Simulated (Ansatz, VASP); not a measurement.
# CdS: VASP beside Ansatz

```
Cd S
1.0
     4.19651    0.00000    0.00000
    -2.09826    3.63429    0.00000
     0.00000    0.00000    6.82932
Cd S
2 2
Direct
  0.00000 0.00000 0.99921
  0.33333 0.66667 0.49921
  0.00000 0.00000 0.37579
  0.33333 0.66667 0.87579
```

Alike in both runs: functional PBE; k mesh 12 × 12 × 4; occupations gaussian, width 0.02 eV; no spin polarisation.

Ansatz relaxed the structure, and its values are those at the end. VASP's run is a single point on that final structure, the one shown.

|  | VASP | Ansatz |
| --- | --- | --- |
| version | VASP 6.6.1 | Ansatz 0.2.0 |
| potentials or method | VASP PAW PBE potentials, release 64 (Cd, S), cutoff 520 eV | scalar-relativistic, plane waves, PAW |
| valence electrons in the cell | 36 | 52 |

Ansatz gave:

| Property | Result |
| --- | --- |
| gap on the k mesh at the Fermi level (eV) | 1.11 |
| least direct gap on the mesh (eV) | 1.11 |
| pressure (GPa) | 0.0 |

Task: Which values does VASP return?

Result: gap on the k mesh at the Fermi level (eV): 1.11; least direct gap on the mesh (eV): 1.11; pressure (GPa): 0.3.

With one functional, cell and mesh, what is left measures potentials, basis and numerics. VASP's potentials hold 36 valence electrons a cell and Ansatz's 52, so a difference there can come from the potentials and not from the codes.
